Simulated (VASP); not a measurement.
# Sn (Fd-3m) in VASP: further runs

Sn is run at these levels: PBEsol; tasks: single point.

Everything below comes from runs of VASP 6.6.1. Logs are shortened: lines on timing, memory, paths and dates and some standing lists are left out, and cuts for length are marked.

## Step 1: The cell of the first run

The structure is cubic, space group Fd-3m (No. 227). The conventional cell has a = 6.467 Å, b = 6.467 Å, c = 6.467 Å, α = 90.00°, β = 90.00°, γ = 90.00°. Sn (site symmetry -43m) has 4 Sn at 2.80 Å within 3.7 Å.

This isn't the form of Sn at room conditions, which is tetragonal (white tin).

## Step 2: Single point, PBEsol

Contents of INCAR:

```
ALGO     = Normal         # electronic algorithm
EDIFF    = 1E-7           # SCF threshold, eV
ENCUT    = 520            # plane-wave cutoff, eV
GGA      = PS             # functional
ISIF     = 2              # what is computed and relaxed
ISMEAR   = 0              # smearing method
LASPH    = T              # aspherical terms in the spheres
LCHARG   = T              # write CHGCAR
LELF     = T              # ELF
LREAL    = F              # projectors in reciprocal space
LVHAR    = T            
LWAVE    = F              # write WAVECAR
NBANDS   = 21             # bands
NELM     = 100            # most SCF steps
PREC     = Accurate       # precision mode
SIGMA    = 0.1            # smearing width, eV
```

Contents of KPOINTS:

```
k-points
0
Gamma
  12 12 12
```

Contents of POSCAR:

```
Sn
1.0
    0.0000000000      3.2333428000      3.2333428000
    3.2333428000      0.0000000000      3.2333428000
    3.2333428000      3.2333428000      0.0000000000
Sn
2
Direct
    0.0000000000      0.0000000000      0.0000000000
    0.2500000000      0.2500000000      0.2500000000
```

Potentials or basis: VASP PAW PBE potentials, release 64 (Sn_d).

On the command line:

```sh
cat potpaw_PBE.64/Sn_d/POTCAR > POTCAR
mpirun -np 1 vasp_std > vasp.out
```

OUTCAR:

```text
EDIFF = 1E-7
   ENCUT = 520
   GGA = PS
   ISIF = 2
   ISMEAR = 0
   LASPH = T
   LREAL = F
   NELM = 100
   PREC = Accurate

 ion  position               nearest neighbor table
   1  0.000  0.000  0.000-   2 2.80   2 2.80   2 2.80   2 2.80
   2  0.250  0.250  0.250-   1 2.80   1 2.80   1 2.80   1 2.80

  LATTYP: Found a face centered cubic cell.
 ALAT       =     6.4666856000

  Lattice vectors:

 A1 = (   0.0000000000,   3.2333428000,   3.2333428000)
 A2 = (   3.2333428000,   0.0000000000,   3.2333428000)
 A3 = (   3.2333428000,   3.2333428000,   0.0000000000)

Analysis of symmetry for initial positions (statically):
=====================================================================
 Subroutine PRICEL returns:
 Original cell was already a primitive cell.

 Routine SETGRP: Setting up the symmetry group for a
 face centered cubic supercell.

 Subroutine GETGRP returns: Found 48 space group operations
 (whereof 24 operations were pure point group operations)
 out of a pool of 48 trial point group operations.

The static configuration has the point symmetry T_d .
 The point group associated with its full space group is O_h .

Analysis of symmetry for dynamics (positions and initial velocities):
=====================================================================
 Subroutine PRICEL returns:
 Original cell was already a primitive cell.

 Routine SETGRP: Setting up the symmetry group for a
 face centered cubic supercell.

 Subroutine GETGRP returns: Found 48 space group operations
 (whereof 24 operations were pure point group operations)
 out of a pool of 48 trial point group operations.

The dynamic configuration has the point symmetry T_d .
 The point group associated with its full space group is O_h .

 Subroutine INISYM returns: Found 48 space group operations
 (whereof 24 operations are pure point group operations),
 and found     1 'primitive' translations

----------------------------------------------------------------------------------------

                                     Primitive cell

  volume of cell :      67.6060

  direct lattice vectors                    reciprocal lattice vectors
     0.000000000  3.233342800  3.233342800    -0.154638723  0.154638723  0.154638723
     3.233342800  0.000000000  3.233342800     0.154638723 -0.154638723  0.154638723
     3.233342800  3.233342800  0.000000000     0.154638723  0.154638723 -0.154638723

  length of vectors
     4.572637240  4.572637240  4.572637240     0.267842124  0.267842124  0.267842124

  position of ions in fractional coordinates (direct lattice)
     0.000000000  0.000000000  0.000000000
     0.250000000  0.250000000  0.250000000

  ion indices of the primitive-cell ions
   primitive index   ion index
                 1           1
                 2           2

----------------------------------------------------------------------------------------

 KPOINTS: k-points

Automatic generation of k-mesh.
 Grid dimensions read from file:
 generate k-points for:   12   12   12

 Generating k-lattice:

  Cartesian coordinates                     Fractional coordinates (reciprocal lattice)
    -0.012886560  0.012886560  0.012886560     0.083333333  0.000000000  0.000000000
     0.012886560 -0.012886560  0.012886560     0.000000000  0.083333333  0.000000000
     0.012886560  0.012886560 -0.012886560     0.000000000  0.000000000  0.083333333

  Length of vectors
     0.022320177  0.022320177  0.022320177

  Shift w.r.t. Gamma in fractional coordinates (k-lattice)
     0.000000000  0.000000000  0.000000000

 Subroutine IBZKPT returns following result:
 ===========================================

 Found     72 irreducible k-points:

 Following reciprocal coordinates:
            Coordinates               Weight
  0.000000  0.000000  0.000000      1.000000
  0.083333  0.000000  0.000000      8.000000
  0.166667  0.000000  0.000000      8.000000
  0.250000  0.000000  0.000000      8.000000
  0.333333  0.000000  0.000000      8.000000
  0.416667  0.000000  0.000000      8.000000
[... 16 lines left out ...]
  0.500000  0.166667  0.000000     24.000000
 -0.416667  0.166667  0.000000     24.000000
 [... further k-points ...]
   k-points           NKPTS =     72   k-points in BZ     NKDIM =     72   number of bands    NBANDS=     21
   number of dos      NEDOS =    301   number of ions     NIONS =      2
   total plane-waves  NPLWV =  46656
   dimension x,y,z NGX =    36 NGY =   36 NGZ =   36
   dimension x,y,z NGXF=    72 NGYF=   72 NGZF=   72
   ions per type =               2
   NGX,Y,Z   is equivalent  to a cutoff of  13.09, 13.09, 13.09 a.u.
   NGXF,Y,Z  is equivalent  to a cutoff of  26.18, 26.18, 26.18 a.u.
 SYSTEM =  unknown system
   PREC   = accura    normal or accurate (medium, high low for compatibility)
   ISTART =      0    job   : 0-new  1-cont  2-samecut
   ICHARG =      2    charge: 1-file 2-atom 10-const
   ISPIN  =      1    spin polarized calculation?
   LNONCOLLINEAR =      F non collinear calculations
   LSORBIT =      F    spin-orbit coupling
   LASPH  =      T    aspherical Exc in radial PAW
   ENCUT  =  520.0 eV  38.22 Ry    6.18 a.u.   8.50  8.50  8.50*2*pi/ulx,y,z
   NELM   =    100;   NELMIN=  2; NELMDL= -5     # of ELM steps
   EDIFF  = 0.1E-06   stopping-criterion for ELM
   LREAL  =      F    real-space projection
   EDIFFG = 0.1E-05   stopping-criterion for IOM
   NSW    =      0    number of steps for IOM
   IBRION =     -1    ionic relax: 0-MD 1-quasi-New 2-CG
   NFREE  =      0    steps in history (QN), initial steepest desc. (CG)
   ISIF   =      2    stress and relaxation
   ISYM   =      2    0-nonsym 1-usesym 2-fastsym
   POTIM  = 0.5000    time-step for ionic-motion
   TEBEG  =    0.0;   TEEND  =   0.0 temperature during run
   PSTRESS=    0.0 pullay stress
   NELECT =      28.0000    total number of electrons
   NUPDOWN=      -1.0000    fix difference up-down
   EMIN   =  10.00;   EMAX   =-10.00  energy-range for DOS
   EFERMI =   0.00;   METHOD = LEGACY
   ISMEAR =     0;   SIGMA  =   0.10  broadening in eV -4-tet -1-fermi 0-gaus
   EFERMI_NEDOS =   21; number of points for ismear=-14 and -15
   IALGO  =     38    algorithm
   IMIX   =      4    mixing-type and parameters
     AMIX     =   0.40;   BMIX     =  1.00
     AMIX_MAG =   1.60;   BMIX_MAG =  1.00
  volume/ion in A,a.u.               =      33.80       228.11
  Fermi-wavevector in a.u.,A,eV,Ry     =   1.220298  2.306028 20.260793  1.489126
  Thomas-Fermi vector in A             =   2.355520
   LORBIT       =      0    0 simple, 1 ext, 2 COOP (PROOUT), +10 PAW based schemes
   GGA     = PS    functional components
   LHFCALC =     F    Hartree Fock is set to
   AEXX    =    0.0000 exact exchange contribution
   IVDW    =     0    specifies the selected vdW correction
   LEPSILON=     F    determine dielectric tensor
   LRPA    =     F    only Hartree local field effects (RPA)
 non-spin polarized calculation
 Gauss-broadening in eV      SIGMA  =   0.10
  energy-cutoff  :      520.00
  volume of cell :       67.61
 maximum number of plane-waves:      1853
 NGX is ok and might be reduce to    36
   NGX = 17   NGY = 17   NGZ = 17

 number of electron      28.0000008 magnetization

 Free energy of the ion-electron system (eV)
  ---------------------------------------------------
  ext. energy  EPLUGINS =         0.00000000
  ---------------------------------------------------
  free energy    TOTEN  =        -8.45516993 eV

  energy without entropy =       -8.45408069  energy(sigma->0) =       -8.45462531

 E-fermi :   5.6017     XC(G=0):  -9.1126

 val. band max:        5.5593758184   @ k =   0.5000   0.0000   0.0000
 cond. band min:       5.6038132013   @ k =   0.4167   0.0000   0.0000
 fundamental gap:      0.0444373828
 Fermi energy:         5.6016941378

 k-point     1 :       0.0000    0.0000    0.0000
  band No.  band energies     occupation
      1     -16.0200      2.00000
      2     -16.0200      2.00000
      3     -16.0200      2.00000
      4     -15.9580      2.00000
      5     -15.9580      2.00000
      6     -15.6374      2.00000
[... 13 lines left out ...]
     20      13.5984      0.00000
     21      13.5984      0.00000

 k-point     2 :       0.0833    0.0000    0.0000
  band No.  band energies     occupation
      1     -16.0257      2.00000
      2     -16.0257      2.00000
      3     -16.0182      2.00000
      4     -15.9500      2.00000
      5     -15.9500      2.00000
      6     -15.6510      2.00000
[... 13 lines left out ...]
     20      12.9436      0.00000
     21      12.9436      0.00000

 k-point     3 :       0.1667    0.0000    0.0000
  band No.  band energies     occupation
      1     -16.0367      2.00000
      2     -16.0367      2.00000
      3     -16.0133      2.00000
      4     -15.9334      2.00000
      5     -15.9334      2.00000
      6     -15.6680      2.00000
[... 13 lines left out ...]
     20      12.4857      0.00000
     21      12.4857      0.00000

 k-point     4 :       0.2500    0.0000    0.0000
  band No.  band energies     occupation
      1     -16.0464      2.00000
      2     -16.0464      2.00000
      3     -16.0065      2.00000
      4     -15.9167      2.00000
      5     -15.9167      2.00000
      6     -15.6823      2.00000
[... 13 lines left out ...]
     20      12.4569      0.00000
     21      12.4569      0.00000

 k-point     5 :       0.3333    0.0000    0.0000
  band No.  band energies     occupation
      1     -16.0529      2.00000
      2     -16.0529      2.00000
      3     -15.9995      2.00000
      4     -15.9043      2.00000
      5     -15.9043      2.00000
      6     -15.6921      2.00000
[... 13 lines left out ...]
     20      12.9178      0.00000
     21      12.9178      0.00000
[... 382 lines left out ...]
     20      13.2288      0.00000
     21      13.9437      0.00000

 k-point    22 :       0.4167    0.1667    0.0000
  band No.  band energies     occupation
      1     -16.0748      2.00000
      2     -16.0577      2.00000
      3     -15.9818      2.00000
      4     -15.8895      2.00000
      5     -15.8601      2.00000
      6     -15.7598      2.00000
[... 13 lines left out ...]
     20      13.9032      0.00000
     21      14.5120      0.00000

 k-point    23 :       0.5000    0.1667    0.0000
  band No.  band energies     occupation
      1     -16.0811      2.00000
      2     -16.0627      2.00000
      3     -15.9657      2.00000
      4     -15.8763      2.00000
      5     -15.8645      2.00000
      6     -15.7506      2.00000
[... 13 lines left out ...]
     20      14.2751      0.00000
     21      14.5045      0.00000

 k-point    24 :      -0.4167    0.1667    0.0000
  band No.  band energies     occupation
      1     -16.0817      2.00000
      2     -16.0658      2.00000
      3     -15.9579      2.00000
      4     -15.8774      2.00000
      5     -15.8671      2.00000
      6     -15.7307      2.00000
[... 13 lines left out ...]
     20      13.4393      0.00000
     21      13.5902      0.00000

 [... further k-points ...]

------------------------ aborting loop because EDIFF is reached ----------------------------------------

  FORCE on cell =-STRESS in cart. coord.  units (eV):
  Direction    XX          YY          ZZ          XY          YZ          ZX
  --------------------------------------------------------------------------------------
  -------------------------------------------------------------------------------------
  Total        0.6127598      0.6127598      0.6127598     -0.0000000      0.0000000      0.0000000
  in kB       14.5216376     14.5216376     14.5216376     -0.0000000      0.0000000      0.0000000
  external PRESSURE =      14.5216376 kB  Pullay stress =       0.0000000 kB

 VOLUME and BASIS-vectors are now :
 -----------------------------------------------------------------------------
  energy-cutoff  :      520.00
  volume of cell :       67.61
      direct lattice vectors                 reciprocal lattice vectors
     0.000000000  3.233342800  3.233342800    -0.154638723  0.154638723  0.154638723
     3.233342800  0.000000000  3.233342800     0.154638723 -0.154638723  0.154638723
     3.233342800  3.233342800  0.000000000     0.154638723  0.154638723 -0.154638723

 POSITION                                       TOTAL-FORCE (eV/Angst)
 -----------------------------------------------------------------------------------
      0.00000      0.00000      0.00000        -0.000000     -0.000000      0.000000
      1.61667      1.61667      1.61667         0.000000      0.000000     -0.000000
 -----------------------------------------------------------------------------------
    total drift:                                0.000000      0.000000      0.000000

  FREE ENERGIE OF THE ION-ELECTRON SYSTEM (eV)
  ---------------------------------------------------
  free  energy   TOTEN  =        -8.4551699345 eV

  energy  without entropy=       -8.4540806917  energy(sigma->0) =       -8.45462531
```

Wall time 2.6 min (1 thread of Intel Xeon 8259CL, shared host); peak memory 0.25 GiB.

What came out:

```
Free energy            : -8.4552 eV
Pressure               : 1.5 GPa
Band gap on the k mesh : zero (bands 14 and 15 overlap by 0.13 eV)
```

Caveat: the PAW data sets were made with another functional, which shifts forces and pressure a little; spin-orbit coupling is left out, which moves the levels of the heavy elements.

## Step 3: Single point, PBEsol (33.92 Å³/atom)

This run uses another cell than the first one, of 33.92 Å³/atom.

Contents of INCAR:

```
SYSTEM = Sn
PREC = Accurate
ENCUT = 520
EDIFF = 1E-7
ISMEAR = 0
SIGMA = 0.1
LREAL = .False.
LASPH = .True.
NELM = 80
ALGO = Normal
ISIF = 2
LWAVE = .False.
LCHARG = .False.
GGA = PS
NBANDS = 21
```

Contents of KPOINTS:

```
Automatic mesh
0
Gamma
  12 12 12
  0 0 0
```

Contents of POSCAR:

```
Sn
1.0
    0.0000000000      3.2371367927      3.2371367927
    3.2371367927      0.0000000000      3.2371367927
    3.2371367927      3.2371367927      0.0000000000
Sn
2
Direct
    0.0000000000      0.0000000000      0.0000000000
    0.2500000000      0.2500000000      0.2500000000
```

Potentials or basis: VASP PAW PBE potentials, release 64 (Sn_d).

On the command line:

```sh
cat potpaw_PBE.64/Sn_d/POTCAR > POTCAR
mpirun -np 1 vasp_std > vasp.out
```

Wall time 2.6 min (1 thread of Intel Xeon 8259CL, shared host); peak memory 0.25 GiB.

Results (log left out):

* Free energy: -8.4573 eV
* Pressure: 1.3 GPa
* Band gap on the k mesh: zero (bands 14 and 15 overlap by 0.13 eV)

Levels at points of the mesh, in eV from the Fermi level:
```tsv
k point	band 11	band 12	band 13	band 14	band 15	band 16	band 17	band 18
(0.00, 0.00, 0.00)	-10.68	-0.64	0.09	0.09	0.09	2.15	2.15	2.15
(0.50, 0.00, 0.00)	-9.04	-6.35	-1.13	-1.13	-0.05	3.22	3.22	5.52
(0.50, 0.50, 0.00)	-7.56	-7.56	-2.49	-2.49	0.75	0.75	7.76	7.76
```

Caveat: the PAW data sets were made with another functional, which shifts forces and pressure a little; spin-orbit coupling is left out, which moves the levels of the heavy elements.

(Part 1 of 2 ends here.)

The gap in the log of VASP goes by the Fermi energy; the results here count the filled bands.